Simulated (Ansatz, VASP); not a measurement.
**Two plane-wave programs on SnSe2**

```
CELL_PARAMETERS angstrom
3.81100 0.00000 0.00000
-1.90550 3.30042 0.00000
0.00000 0.00000 6.13600
ATOMIC_POSITIONS crystal
Sn 0.00000 0.00000 0.00000
Se 0.33333 0.66667 0.24900
Se 0.66667 0.33333 0.75100
```

Alike in both runs: task single point; functional PBE; k mesh 9 × 9 × 6; occupations gaussian, width 0.05 eV; no spin polarisation.

```csv
,VASP,Ansatz
version,VASP 6.6.1,Ansatz 0.2.0
potentials or method,"VASP PAW PBE potentials, release 64 (Sn_d, Se), cutoff 520 eV","scalar-relativistic, plane waves, PAW"
valence electrons in the cell,26,46
```

Ansatz gave:

| Quantity | Value |
| --- | --- |
| gap on the k mesh at the Fermi level (eV) | 0.71 |
| pressure (GPa) | 5.5 |
| traceless stress, the component that is largest in VASP (GPa) | 1.01 |
| rms of the force components (eV/Å) | 0.372 |

Problem. What did VASP give for the same quantities?

Solution. gap on the k mesh at the Fermi level (eV): 0.71; pressure (GPa): 5.6; traceless stress, the component that is largest in VASP (GPa): 1.01; rms of the force components (eV/Å): 0.379.

Atom by atom the forces differ by 0.008 eV/Å (rms over components). VASP's potentials hold 26 valence electrons a cell and Ansatz's 46, so a difference there can come from the potentials and not from the codes.
